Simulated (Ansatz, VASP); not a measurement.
## TaRu: VASP beside Ansatz

```
Ta Ru
1.0
     3.05300    0.00000    0.00000
     0.00000    3.05300    0.00000
     0.00000    0.00000    3.42289
Ta Ru
1 1
Cartesian
  1.5265 1.5265 1.7114
  0.0000 0.0000 0.0000
```

Change from the starting cell: zz strain of +1 %.

Alike in both runs: task single point; functional LDA; k mesh 11 × 11 × 10; occupations fermi-dirac, width 0.05 eV; no spin polarisation.

```csv
,VASP,Ansatz
version,VASP 6.6.1,Ansatz 0.2.0
potentials or method,"VASP PAW LDA potentials, release 64 (Ta_pv, Ru_pv), cutoff 520 eV","all-electron LAPW, scalar-relativistic"
```

VASP gave:

```
pressure (GPa)                                                : -11.9
traceless stress, the component that is largest in VASP (GPa) : 0.20
```

Task: Which values does Ansatz return?

Result: Pressure (GPa): -12.6; traceless stress, the component that is largest in VASP (GPa): 0.26.

LDA's correlation is that of Perdew and Zunger in VASP and of Perdew and Wang (1992) in Ansatz. Ansatz ran all-electron here, and VASP with PAW potentials.

Neither program's run includes spin-orbit coupling.
